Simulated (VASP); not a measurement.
# Ag7Br8 (a cell with a defect) in VASP: single point with PBE

Aim: the single point of Ag7Br8 (a cell with a defect) with PBE.

All numbers are computed with VASP 6.6.1; they aren't measurements. Logs are shortened: lines on timing, memory, paths and dates and some standing lists are left out, and cuts for length are marked.

### 1 The cell of the first run

The cell holds a defect, 15 atoms: a = 8.099 Å, b = 8.099 Å, c = 8.099 Å, α = 60.00°, β = 60.00°, γ = 60.00°.

### 2 Single point, PBE

File INCAR:

```
PREC = Accurate ; ENCUT = 520
EDIFF = 1E-6 ; ISMEAR = 1
SIGMA = 0.15 ; LREAL = Auto
LASPH = True ; NELM = 100
ALGO = Normal ; ISIF = 2
LWAVE = False ; LCHARG = False
GGA = PE ; NBANDS = 80
```

File KPOINTS:

```
regular mesh
0
Gamma
  2 2 2
```

File POSCAR:

```
Ag7Br8
1.0
    0.0000000000      5.7265540000      5.7265540000
    5.7265540000      0.0000000000      5.7265540000
    5.7265540000      5.7265540000      0.0000000000
Br Ag
8 7
Direct
    0.2565101106      0.2343805716      0.2547331257
    0.2709447078      0.2513432162      0.7284128465
    0.2561251496      0.7564204406      0.2551151181
    0.1976426835      0.7518733780      0.8006962826
    0.7298220710      0.2513811098      0.2695131313
    0.7453149835      0.2677427821      0.7434538293
    0.8020240445      0.7518970397      0.1962382613
    0.7448838342      0.7455963045      0.7438715325
    0.0009364270      0.0496858145     -0.0004549857
   -0.0160935355      0.0042153623      0.5097177989
    0.0009380860      0.4519147117     -0.0004920935
    0.0170096187      0.4986172312      0.4878313380
    0.5111270233      0.0042527321     -0.0175244135
    0.4892440550      0.4986050075      0.0156082524
    0.5038879403      0.7478758604      0.5025258646
```

Potentials or basis: VASP PAW PBE potentials, release 64 (Br, Ag).

Command:

```sh
$ cat potpaw_PBE.64/Br/POTCAR potpaw_PBE.64/Ag/POTCAR > POTCAR
$ mpirun -np 1 vasp_std > vasp.out
```

OUTCAR:

```text
PREC = Accurate
   ENCUT = 520
   EDIFF = 1E-6
   ISMEAR = 1
   LREAL = Auto
   LASPH = True
   NELM = 100
   ISIF = 2
   GGA = PE

 ion  position               nearest neighbor table
   1  0.257  0.234  0.255-  14 2.85  12 2.85  13 2.88  10 2.88  11 2.94
   2  0.271  0.251  0.728-  11 2.73   9 2.73  13 2.83  12 2.83
   3  0.256  0.756  0.255-  12 2.85  14 2.85  10 2.88  13 2.88   9 2.94
   4  0.198  0.752  0.801-  15 2.45   9 2.90  11 2.90  10 2.91  14 2.92
   5  0.730  0.251  0.270-  11 2.73   9 2.73  10 2.83  14 2.83
   6  0.745  0.268  0.743-  10 2.85  13 2.85  12 2.88  14 2.89   9 2.95
   7  0.802  0.752  0.196-  15 2.45   9 2.90  11 2.90  13 2.91  12 2.92
   8  0.745  0.746  0.744-  13 2.85  10 2.85  14 2.88  12 2.89  11 2.95
   9  0.001  0.050  1.000-   5 2.73   2 2.73   4 2.90   7 2.90   3 2.94   6 2.95  11 3.26
  10  0.984  0.004  0.510-   5 2.83   6 2.85   8 2.85   3 2.88   1 2.88   4 2.91
  11  0.001  0.452  1.000-   5 2.73   2 2.73   4 2.90   7 2.90   1 2.94   8 2.95   9 3.26
  12  0.017  0.499  0.488-   2 2.83   3 2.85   1 2.85   6 2.88   8 2.89   7 2.92  15 3.57
  13  0.511  0.004  0.982-   2 2.83   8 2.85   6 2.85   1 2.88   3 2.88   7 2.91
  14  0.489  0.499  0.016-   5 2.83   1 2.85   3 2.85   8 2.88   6 2.89   4 2.92  15 3.57
  15  0.504  0.748  0.503-   4 2.45   7 2.45  14 3.57  12 3.57

  LATTYP: Found a face centered cubic cell.
 ALAT       =    11.4531080000

  Lattice vectors:

 A1 = (   0.0000000000,   5.7265540000,   5.7265540000)
 A2 = (   5.7265540000,   0.0000000000,   5.7265540000)
 A3 = (   5.7265540000,   5.7265540000,   0.0000000000)

Analysis of symmetry for initial positions (statically):
=====================================================================
 Subroutine PRICEL returns:
 Original cell was already a primitive cell.

 Routine SETGRP: Setting up the symmetry group for a
 face centered cubic supercell.

 Subroutine GETGRP returns: Found  1 space group operations
 (whereof  1 operations were pure point group operations)
 out of a pool of 48 trial point group operations.

The static configuration has the point symmetry C_1 .

Analysis of symmetry for dynamics (positions and initial velocities):
=====================================================================
 Subroutine PRICEL returns:
 Original cell was already a primitive cell.

 Routine SETGRP: Setting up the symmetry group for a
 face centered cubic supercell.

 Subroutine GETGRP returns: Found  1 space group operations
 (whereof  1 operations were pure point group operations)
[... 127 lines left out ...]
   EFERMI_NEDOS =   21; number of points for ismear=-14 and -15
   IALGO  =     38    algorithm
   IMIX   =      4    mixing-type and parameters
     AMIX     =   0.40;   BMIX     =  1.00
     AMIX_MAG =   1.60;   BMIX_MAG =  1.00
  volume/ion in A,a.u.               =      25.04       168.97
  Fermi-wavevector in a.u.,A,eV,Ry     =   1.158214  2.188706 18.251656  1.341459
  Thomas-Fermi vector in A             =   2.294818
   LORBIT       =      0    0 simple, 1 ext, 2 COOP (PROOUT), +10 PAW based schemes
   GGA     = PE    functional components
   LHFCALC =     F    Hartree Fock is set to
   AEXX    =    0.0000 exact exchange contribution
   IVDW    =     0    specifies the selected vdW correction
   LEPSILON=     F    determine dielectric tensor
   LRPA    =     F    only Hartree local field effects (RPA)
 non-spin polarized calculation
 Methfessel and Paxton  Order N= 1 SIGMA  =   0.15
  energy-cutoff  :      520.00
  volume of cell :      375.59
 maximum number of plane-waves:     10140
   NGX = 31   NGY = 31   NGZ = 31

 number of electron     133.0000004 magnetization

 Free energy of the ion-electron system (eV)
  ---------------------------------------------------
  ext. energy  EPLUGINS =         0.00000000
  ---------------------------------------------------
  free energy    TOTEN  =       -36.41035622 eV

  energy without entropy =      -36.37201310  energy(sigma->0) =      -36.39757518

 E-fermi :   2.9162     XC(G=0):  -9.5065

 val. band max:        2.9025395838   @ k =   0.0000   0.0000   0.0000
 cond. band min:       2.9378712694   @ k =   0.5000   0.5000   0.5000
 fundamental gap:      0.0353316856
 Fermi energy:         2.9161986045

 k-point     1 :       0.0000    0.0000    0.0000
  band No.  band energies     occupation
      1     -12.1716      2.00000
      2     -11.6598      2.00000
      3     -11.6428      2.00000
      4     -11.4461      2.00000
      5     -11.4327      2.00000
      6     -11.3832      2.00000
[... 637 lines left out ...]
     77       9.2955      0.00000
     78       9.3362      0.00000
 [bands above 78 left out]

------------------------ aborting loop because EDIFF is reached ----------------------------------------

  FORCE on cell =-STRESS in cart. coord.  units (eV):
  Direction    XX          YY          ZZ          XY          YZ          ZX
  --------------------------------------------------------------------------------------
  -------------------------------------------------------------------------------------
  Total        4.9103968      3.1895155      4.9090090     -0.0012645     -0.0007416     -1.9387573
  in kB       20.9467714     13.6058357     20.9408512     -0.0053940     -0.0031635     -8.2703513
  external PRESSURE =      18.4978194 kB  Pullay stress =       0.0000000 kB

 VOLUME and BASIS-vectors are now :
 -----------------------------------------------------------------------------
  energy-cutoff  :      520.00
  volume of cell :      375.59
      direct lattice vectors                 reciprocal lattice vectors
     0.000000000  5.726554000  5.726554000    -0.087312544  0.087312544  0.087312544
     5.726554000  0.000000000  5.726554000     0.087312544 -0.087312544  0.087312544
     5.726554000  5.726554000  0.000000000     0.087312544  0.087312544 -0.087312544

 POSITION                                       TOTAL-FORCE (eV/Angst)
 -----------------------------------------------------------------------------------
      2.80094      2.92766      2.81111        -0.013342      0.000206     -0.012501
      5.61063      5.72288      2.99091         0.006621      0.004034     -0.000459
      5.79261      2.92764      5.79840         0.011739      0.002844      0.011060
      8.89087      5.71704      5.43746        -0.006227     -0.001850      0.010810
      2.98293      5.72275      5.61891        -0.001827      0.002788      0.003920
      5.79067      8.52552      5.80133         0.014778     -0.014665      0.009120
      5.42955      5.71660      8.89861         0.009359     -0.001475     -0.003615
      8.52952      8.52544      8.53532        -0.014226     -0.013184     -0.012314
      6.00848      5.72931      0.28989        -0.000375      0.002159      0.000868
      2.94307      8.55332      5.65853        -0.010118     -0.012924      0.006397
      8.31165      5.72911      2.59329        -0.001141      0.002677     -0.001776
      5.64895      2.89100      2.95276         0.006550      0.014556     -0.008763
      5.65055      8.55320      2.95135         0.008756     -0.012842     -0.008524
      2.94467      2.89106      5.65697        -0.009485      0.013537      0.006656
      7.16049      5.76328      7.16829        -0.001063      0.014138     -0.000879
 -----------------------------------------------------------------------------------
    total drift:                                0.010301     -0.004671      0.018093

  FREE ENERGIE OF THE ION-ELECTRON SYSTEM (eV)
  ---------------------------------------------------
  free  energy   TOTEN  =       -36.4103562184 eV

  energy  without entropy=      -36.3720131015  energy(sigma->0) =      -36.39757518
```

OSZICAR:

```text
N       E                     dE             d eps       ncg     rms          rms(c)
DAV:   1     0.921356248797E+03    0.92136E+03   -0.61549E+04  1280   0.150E+03
DAV:   2     0.312637006882E+02   -0.89009E+03   -0.85874E+03  1448   0.314E+02
DAV:   3    -0.365353626319E+02   -0.67799E+02   -0.67017E+02  1456   0.814E+01
DAV:   4    -0.377835974177E+02   -0.12482E+01   -0.12436E+01  1424   0.124E+01
DAV:   5    -0.378029761602E+02   -0.19379E-01   -0.19370E-01  1432   0.148E+00    0.164E+01
DAV:   6    -0.364397063234E+02    0.13633E+01   -0.43904E+00  1416   0.140E+01    0.117E+01
DAV:   7    -0.364891922791E+02   -0.49486E-01   -0.19034E+00  1400   0.851E+00    0.639E+00
DAV:   8    -0.364313509512E+02    0.57841E-01   -0.44281E-01  1408   0.672E+00    0.222E+00
DAV:   9    -0.364104677322E+02    0.20883E-01   -0.50448E-02  1392   0.200E+00    0.498E-01
DAV:  10    -0.364100970770E+02    0.37066E-03   -0.12482E-02  1400   0.441E-01    0.140E-01
DAV:  11    -0.364102940961E+02   -0.19702E-03   -0.12505E-03  1448   0.187E-01    0.115E-01
DAV:  12    -0.364102904828E+02    0.36133E-05   -0.74180E-04  1400   0.151E-01    0.722E-02
DAV:  13    -0.364103530557E+02   -0.62573E-04   -0.16936E-04  1376   0.791E-02    0.258E-02
DAV:  14    -0.364103569009E+02   -0.38452E-05   -0.27751E-05  1424   0.486E-02    0.101E-02
DAV:  15    -0.364103562184E+02    0.68248E-06   -0.27286E-06  1048   0.158E-02
   1 F= -.36410356E+02 E0= -.36397575E+02  d E =-.383431E-01
```

It took 11 min on 1 thread of Intel Xeon 8259CL, shared host; peak memory 0.55 GiB.

What came out:

| Quantity | Value |
| --- | --- |
| Free energy | -36.4104 eV |
| Pressure | 1.8 GPa |
| Largest force | 0.023 eV/Å |
| Band gap on the k mesh | zero (an odd number of electrons rules out a gap without spin polarisation) |

Forces in eV/Å, atoms in the order of the input:
```
Br  -0.013  0.000 -0.013
Br   0.007  0.004  0.000
Br   0.012  0.003  0.011
Br  -0.006 -0.002  0.011
Br  -0.002  0.003  0.004
Br   0.015 -0.015  0.009
Br   0.009 -0.001 -0.004
Br  -0.014 -0.013 -0.012
Ag   0.000  0.002  0.001
Ag  -0.010 -0.013  0.006
Ag  -0.001  0.003 -0.002
Ag   0.007  0.015 -0.009
Ag   0.009 -0.013 -0.009
Ag  -0.009  0.014  0.007
Ag  -0.001  0.014 -0.001
```

Caveat: the k points lie up to 0.48 Å⁻¹ apart, too coarse for converged energies and pressures of a metal; an odd number of electrons without spin polarisation forces a metal; a magnetic or distorted state may lie lower.

The gap in the log of VASP goes by the Fermi energy; the results here count the filled bands.